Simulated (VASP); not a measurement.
The system is BF.

```xyz
4
Lattice="3.1139 0.0000 0.0000 0.0000 4.5910 0.0000 -1.0684 0.0000 2.5964" Properties=species:S:1:pos:R:3 pbc="T T T"
B     0.5157    2.3141    0.6386
B    -0.0185    2.2769    1.9368
F    -0.3171    0.6103    1.7165
F     0.2171    3.9808    0.4183
```

| Item | Value |
| --- | --- |
| Program | VASP 6.6.1 |
| Task | relaxation of cell and atoms |
| Functional | PBE |
| Potentials or basis | VASP PAW PBE potentials, release 64 (B, F) |
| Cutoff | 600 eV |
| k mesh | 6 × 4 × 6 |
| Occupations | gaussian, width 0.1 eV |
| Spin | no spin polarisation |

At the start: pressure 49.5 GPa; volume 9.28 Å³/atom.

How do energy, volume and symmetry change on relaxing?

Over 51 steps the energy falls by 1919.0 meV/atom and the volume is 10.33 Å³/atom (+11.4 %); space group Cmme (No. 67, to 0.05 Å).

The path:
```tsv
step	energy change (eV)	largest force (eV/Å)	pressure (GPa)	volume (Å³)
1	0.0000	5.6278	49.55	37.12
3	-5.6439	4.1015	-4.25	48.56
5	-6.1110	2.5452	5.72	48.46
7	-6.8296	2.0143	-2.94	50.25
9	-6.9746	1.8493	-7.02	49.60
11	-7.1838	1.2206	2.32	46.33
13	-7.2664	1.1548	4.80	46.52
15	-7.3756	1.2250	1.13	47.24
17	-7.4160	1.6353	-2.37	47.97
19	-7.4634	0.9378	-5.16	47.73
21	-7.5320	0.5468	0.92	45.64
23	-7.5825	0.7414	2.25	44.96
25	-7.5884	1.2324	3.03	44.58
27	-7.6101	1.0586	1.91	44.45
29	-7.6402	0.3118	-3.24	43.83
31	-7.6457	0.3914	-1.81	43.94
33	-7.6531	0.2768	-1.10	43.47
35	-7.6552	0.1021	0.18	43.22
37	-7.6587	0.0995	-0.15	43.17
39	-7.6618	0.2674	-0.84	43.06
41	-7.6634	0.3950	-2.65	42.82
43	-7.6652	0.2229	-1.97	42.82
45	-7.6726	0.2281	-1.54	42.05
47	-7.6740	0.2299	-1.25	41.61
49	-7.6754	0.0305	-0.35	41.51
51	-7.6762	0.0235	-0.01	41.34
```

Final structure:
```
B F
1.0
     2.77152    0.00000   -0.35376
     0.00000    5.83025    0.00000
    -1.25605    0.00000    2.71850
B F
2 2
Cartesian
  0.2648 3.3749 0.4881
  -0.3633 2.4554 1.8474
  -0.3647 1.1336 1.8450
  0.2633 4.6967 0.4857
```

Caveat: the k points lie up to 0.44 Å⁻¹ apart in the final cell.
